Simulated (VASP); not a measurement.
# SiF (F-43m) in VASP: single point with PBE

Aim: the single point of SiF with PBE.

Program: VASP 6.6.1. These are calculated values, not measurements. Logs are shortened: lines on timing, memory, paths and dates and some standing lists are left out, and cuts for length are marked.

## (1) The cell of the first run

The structure is cubic, space group F-43m (No. 216). The conventional cell has a = 4.412 Å, b = 4.412 Å, c = 4.412 Å, α = 90.00°, β = 90.00°, γ = 90.00°. Within 2.5 Å of Si (site symmetry -43m) lie 4 F at 1.91 Å. F (site symmetry -43m) has 4 Si at 1.91 Å within 2.5 Å.

## (2) Single point, PBE

Input file INCAR:

```
  ALGO = Normal
  EDIFF = 1E-6
  ENCUT = 600
  GGA = PE
  GGA_COMPAT = False
  ISIF = 2
  ISMEAR = 1
  LASPH = True
  LCHARG = True
  LELF = True
  LREAL = False
  LVHAR = True
  LWAVE = False
  NBANDS = 12
  NELM = 120
  PREC = Accurate
  SIGMA = 0.0119
```

Input file KPOINTS:

```
k-points
0
Gamma
  10 10 10
```

Input file POSCAR:

```
SiF
1.0
    0.0000000000      2.2060190000      2.2060190000
    2.2060190000      0.0000000000      2.2060190000
    2.2060190000      2.2060190000      0.0000000000
Si F
1 1
Direct
    0.0000000000      0.0000000000      0.0000000000
    0.2500000000      0.2500000000      0.2500000000
```

Potentials or basis: VASP PAW PBE potentials, release 64 (Si, F).

On the command line:

```sh
$ cat potpaw_PBE.64/Si/POTCAR potpaw_PBE.64/F/POTCAR > POTCAR
$ mpirun -np 1 vasp_std > vasp.out
```

OUTCAR:

```text
EDIFF = 1E-6
   ENCUT = 600
   GGA = PE
   ISIF = 2
   ISMEAR = 1
   LASPH = True
   LREAL = False
   NELM = 120
   PREC = Accurate

 ion  position               nearest neighbor table
   1  0.000  0.000  0.000-   2 1.91   2 1.91   2 1.91   2 1.91
   2  0.250  0.250  0.250-   1 1.91   1 1.91   1 1.91   1 1.91

  LATTYP: Found a face centered cubic cell.
 ALAT       =     4.4120380000

  Lattice vectors:

 A1 = (   0.0000000000,   2.2060190000,   2.2060190000)
 A2 = (   2.2060190000,   0.0000000000,   2.2060190000)
 A3 = (   2.2060190000,   2.2060190000,   0.0000000000)

Analysis of symmetry for initial positions (statically):
=====================================================================
 Subroutine PRICEL returns:
 Original cell was already a primitive cell.

 Routine SETGRP: Setting up the symmetry group for a
 face centered cubic supercell.

 Subroutine GETGRP returns: Found 24 space group operations
 (whereof 24 operations were pure point group operations)
 out of a pool of 48 trial point group operations.

The static configuration has the point symmetry T_d .

Analysis of symmetry for dynamics (positions and initial velocities):
=====================================================================
 Subroutine PRICEL returns:
 Original cell was already a primitive cell.

 Routine SETGRP: Setting up the symmetry group for a
 face centered cubic supercell.

 Subroutine GETGRP returns: Found 24 space group operations
 (whereof 24 operations were pure point group operations)
 out of a pool of 48 trial point group operations.

The dynamic configuration has the point symmetry T_d .

 Subroutine INISYM returns: Found 24 space group operations
 (whereof 24 operations are pure point group operations),
 and found     1 'primitive' translations

----------------------------------------------------------------------------------------

                                     Primitive cell

  volume of cell :      21.4713

  direct lattice vectors                    reciprocal lattice vectors
     0.000000000  2.206019000  2.206019000    -0.226652626  0.226652626  0.226652626
     2.206019000  0.000000000  2.206019000     0.226652626 -0.226652626  0.226652626
     2.206019000  2.206019000  0.000000000     0.226652626  0.226652626 -0.226652626

  length of vectors
     3.119781989  3.119781989  3.119781989     0.392573864  0.392573864  0.392573864

  position of ions in fractional coordinates (direct lattice)
     0.000000000  0.000000000  0.000000000
     0.250000000  0.250000000  0.250000000

  ion indices of the primitive-cell ions
   primitive index   ion index
                 1           1
                 2           2

----------------------------------------------------------------------------------------

 KPOINTS: k-points

Automatic generation of k-mesh.
 Grid dimensions read from file:
 generate k-points for:   10   10   10

 Generating k-lattice:

  Cartesian coordinates                     Fractional coordinates (reciprocal lattice)
    -0.022665263  0.022665263  0.022665263     0.100000000  0.000000000  0.000000000
     0.022665263 -0.022665263  0.022665263     0.000000000  0.100000000  0.000000000
     0.022665263  0.022665263 -0.022665263     0.000000000  0.000000000  0.100000000

  Length of vectors
     0.039257386  0.039257386  0.039257386

  Shift w.r.t. Gamma in fractional coordinates (k-lattice)
     0.000000000  0.000000000  0.000000000

 Subroutine IBZKPT returns following result:
 ===========================================

 Found     47 irreducible k-points:

 Following reciprocal coordinates:
            Coordinates               Weight
  0.000000  0.000000  0.000000      1.000000
  0.100000  0.000000  0.000000      8.000000
  0.200000  0.000000  0.000000      8.000000
  0.300000  0.000000  0.000000      8.000000
  0.400000  0.000000  0.000000      8.000000
  0.500000  0.000000  0.000000      4.000000
[... 16 lines left out ...]
  0.300000  0.300000  0.000000      6.000000
  0.400000  0.300000  0.000000     24.000000
 [... further k-points ...]
   k-points           NKPTS =     47   k-points in BZ     NKDIM =     47   number of bands    NBANDS=     12
   number of dos      NEDOS =    301   number of ions     NIONS =      2
   total plane-waves  NPLWV =  21952
   dimension x,y,z NGX =    28 NGY =   28 NGZ =   28
   dimension x,y,z NGXF=    56 NGYF=   56 NGZF=   56
   ions per type =               1   1
   NGX,Y,Z   is equivalent  to a cutoff of  14.92, 14.92, 14.92 a.u.
   NGXF,Y,Z  is equivalent  to a cutoff of  29.84, 29.84, 29.84 a.u.
 SYSTEM =  unknown system
   PREC   = accura    normal or accurate (medium, high low for compatibility)
   ISTART =      0    job   : 0-new  1-cont  2-samecut
   ICHARG =      2    charge: 1-file 2-atom 10-const
   ISPIN  =      1    spin polarized calculation?
   LNONCOLLINEAR =      F non collinear calculations
   LSORBIT =      F    spin-orbit coupling
   LASPH  =      T    aspherical Exc in radial PAW
   ENCUT  =  600.0 eV  44.10 Ry    6.64 a.u.   6.23  6.23  6.23*2*pi/ulx,y,z
   NELM   =    120;   NELMIN=  2; NELMDL= -5     # of ELM steps
   EDIFF  = 0.1E-05   stopping-criterion for ELM
   LREAL  =      F    real-space projection
   EDIFFG = 0.1E-04   stopping-criterion for IOM
   NSW    =      0    number of steps for IOM
   IBRION =     -1    ionic relax: 0-MD 1-quasi-New 2-CG
   NFREE  =      0    steps in history (QN), initial steepest desc. (CG)
   ISIF   =      2    stress and relaxation
   ISYM   =      2    0-nonsym 1-usesym 2-fastsym
   POTIM  = 0.5000    time-step for ionic-motion
   TEBEG  =    0.0;   TEEND  =   0.0 temperature during run
   PSTRESS=    0.0 pullay stress
   NELECT =      11.0000    total number of electrons
   NUPDOWN=      -1.0000    fix difference up-down
   EMIN   =  10.00;   EMAX   =-10.00  energy-range for DOS
   EFERMI =   0.00;   METHOD = LEGACY
   ISMEAR =     1;   SIGMA  =   0.01  broadening in eV -4-tet -1-fermi 0-gaus
   EFERMI_NEDOS =   21; number of points for ismear=-14 and -15
   IALGO  =     38    algorithm
   IMIX   =      4    mixing-type and parameters
     AMIX     =   0.40;   BMIX     =  1.00
     AMIX_MAG =   1.60;   BMIX_MAG =  1.00
  volume/ion in A,a.u.               =      10.74        72.45
  Fermi-wavevector in a.u.,A,eV,Ry     =   1.309945  2.475438 23.347006  1.715957
  Thomas-Fermi vector in A             =   2.440509
   LORBIT       =      0    0 simple, 1 ext, 2 COOP (PROOUT), +10 PAW based schemes
   GGA     = PE    functional components
   LHFCALC =     F    Hartree Fock is set to
   AEXX    =    0.0000 exact exchange contribution
   IVDW    =     0    specifies the selected vdW correction
   LEPSILON=     F    determine dielectric tensor
   LRPA    =     F    only Hartree local field effects (RPA)
 non-spin polarized calculation
 Methfessel and Paxton  Order N= 1 SIGMA  =   0.01
  energy-cutoff  :      600.00
  volume of cell :       21.47
 maximum number of plane-waves:       728
 NGX is ok and might be reduce to    28
   NGX = 13   NGY = 13   NGZ = 13

 number of electron      10.9999997 magnetization

 Free energy of the ion-electron system (eV)
  ---------------------------------------------------
  ext. energy  EPLUGINS =         0.00000000
  ---------------------------------------------------
  free energy    TOTEN  =        -5.16766147 eV

  energy without entropy =       -5.16759332  energy(sigma->0) =       -5.16763875

 E-fermi :  10.1631     XC(G=0): -11.3003

 val. band max:        9.9495336884   @ k =  -0.4000   0.1000   0.0000
 cond. band min:      10.1686366658   @ k =   0.5000   0.2000   0.1000
 fundamental gap:      0.2191029775
 Fermi energy:        10.1630514807

 k-point     1 :       0.0000    0.0000    0.0000
  band No.  band energies     occupation
      1     -19.5597      2.00000
      2      -0.2230      2.00000
      3      -0.2230      2.00000
      4      -0.2230      2.00000
      5       1.8699      2.00000
      6      14.6741      0.00000
      7      14.6741      0.00000
      8      14.6741      0.00000
      9      22.3085      0.00000
     10      22.3085      0.00000
     11      22.8128      0.00000
     12      22.8128      0.00000

 k-point     2 :       0.1000    0.0000    0.0000
  band No.  band energies     occupation
      1     -19.5160      2.00000
      2      -0.8904      2.00000
      3      -0.2534      2.00000
      4      -0.2534      2.00000
      5       2.6266      2.00000
      6      14.0608      0.00000
      7      14.7295      0.00000
      8      14.7295      0.00000
      9      21.1781      0.00000
     10      21.1781      0.00000
     11      22.2715      0.00000
     12      24.2385      0.00000

 k-point     3 :       0.2000    0.0000    0.0000
  band No.  band energies     occupation
      1     -19.3994      2.00000
      2      -1.9354      2.00000
      3      -0.3309      2.00000
      4      -0.3309      2.00000
      5       3.9296      2.00000
      6      12.7422      0.00000
      7      14.7830      0.00000
      8      14.7830      0.00000
      9      20.4809      0.00000
     10      20.4809      0.00000
     11      21.3350      0.00000
     12      25.7554      0.00000

 k-point     4 :       0.3000    0.0000    0.0000
  band No.  band energies     occupation
      1     -19.2506      2.00000
      2      -2.8257      2.00000
      3      -0.4232      2.00000
      4      -0.4232      2.00000
      5       5.2196      2.00000
      6      11.3626      0.00000
      7      14.6698      0.00000
      8      14.6698      0.00000
      9      20.5848      0.00000
     10      20.5848      0.00000
     11      20.7189      0.00000
     12      26.4203      0.00000

 k-point     5 :       0.4000    0.0000    0.0000
  band No.  band energies     occupation
      1     -19.1261      2.00000
      2      -3.4136      2.00000
      3      -0.4954      2.00000
      4      -0.4954      2.00000
      5       6.2811      2.00000
      6      10.2434     -0.00000
      7      14.4698      0.00000
      8      14.4698      0.00000
      9      20.5302      0.00000
     10      21.1574      0.00000
     11      21.1574      0.00000
     12      25.8717      0.00000
[... 228 lines left out ...]
      1     -19.0846      2.00000
      2      -3.0322      2.00000
      3      -1.3608      2.00000
      4      -0.5343      2.00000
      5       7.0618      2.00000
      6      10.5631      0.00000
      7      12.5789      0.00000
      8      14.9057      0.00000
      9      20.0512      0.00000
     10      20.1369      0.00000
     11      23.6942      0.00000
     12      25.6639      0.00000

 k-point    22 :      -0.2000    0.2000    0.0000
  band No.  band energies     occupation
      1     -19.2010      2.00000
      2      -2.7071      2.00000
      3      -1.0596      2.00000
      4      -0.3998      2.00000
      5       5.8592      2.00000
      6      11.5868      0.00000
      7      13.0691      0.00000
      8      15.0151      0.00000
      9      19.3109      0.00000
     10      20.5686      0.00000
     11      23.9024      0.00000
     12      24.6308      0.00000

 k-point    23 :       0.3000    0.3000    0.0000
  band No.  band energies     occupation
      1     -19.1533      2.00000
      2      -2.6947      2.00000
      3      -0.8620      2.00000
      4      -0.8620      2.00000
      5       5.9969      2.00000
      6      10.9130      0.00000
      7      14.9255      0.00000
      8      15.0472      0.00000
      9      15.0472      0.00000
     10      23.0257      0.00000
     11      24.7509      0.00000
     12      27.1170      0.00000

 k-point    24 :       0.4000    0.3000    0.0000
  band No.  band energies     occupation
      1     -19.0571      2.00000
      2      -2.9490      2.00000
      3      -1.0899      2.00000
      4      -0.9596      2.00000
      5       6.7420      2.00000
      6      10.2857     -0.00000
      7      13.7780      0.00000
      8      15.1189      0.00000
      9      15.8342      0.00000
     10      22.7100      0.00000
     11      24.9428      0.00000
     12      27.7058      0.00000

 [... further k-points ...]
[... 5 lines left out ...]
  --------------------------------------------------------------------------------------
  -------------------------------------------------------------------------------------
  Total       10.2209742     10.2209742     10.2209742      0.0000000      0.0000000      0.0000000
  in kB      762.6848700    762.6848700    762.6848700      0.0000000      0.0000000      0.0000000
  external PRESSURE =     762.6848700 kB  Pullay stress =       0.0000000 kB

 VOLUME and BASIS-vectors are now :
 -----------------------------------------------------------------------------
  energy-cutoff  :      600.00
  volume of cell :       21.47
      direct lattice vectors                 reciprocal lattice vectors
     0.000000000  2.206019000  2.206019000    -0.226652626  0.226652626  0.226652626
     2.206019000  0.000000000  2.206019000     0.226652626 -0.226652626  0.226652626
     2.206019000  2.206019000  0.000000000     0.226652626  0.226652626 -0.226652626

 POSITION                                       TOTAL-FORCE (eV/Angst)
 -----------------------------------------------------------------------------------
      0.00000      0.00000      0.00000         0.000000      0.000000      0.000000
      1.10301      1.10301      1.10301        -0.000000     -0.000000     -0.000000
 -----------------------------------------------------------------------------------
    total drift:                                0.000000      0.000000      0.000000

  FREE ENERGIE OF THE ION-ELECTRON SYSTEM (eV)
  ---------------------------------------------------
  free  energy   TOTEN  =        -5.1676614683 eV

  energy  without entropy=       -5.1675933210  energy(sigma->0) =       -5.16763875
```

Wall time 7.2 s (1 thread of Intel Xeon 6975P-C (Granite Rapids), shared host); peak memory 0.15 GiB.

What came out:

| Property | Result |
| --- | --- |
| Free energy | -5.1677 eV |
| Pressure | 76.3 GPa |

Caveat: an odd number of electrons without spin polarisation forces a metal; a magnetic or distorted state may lie lower.
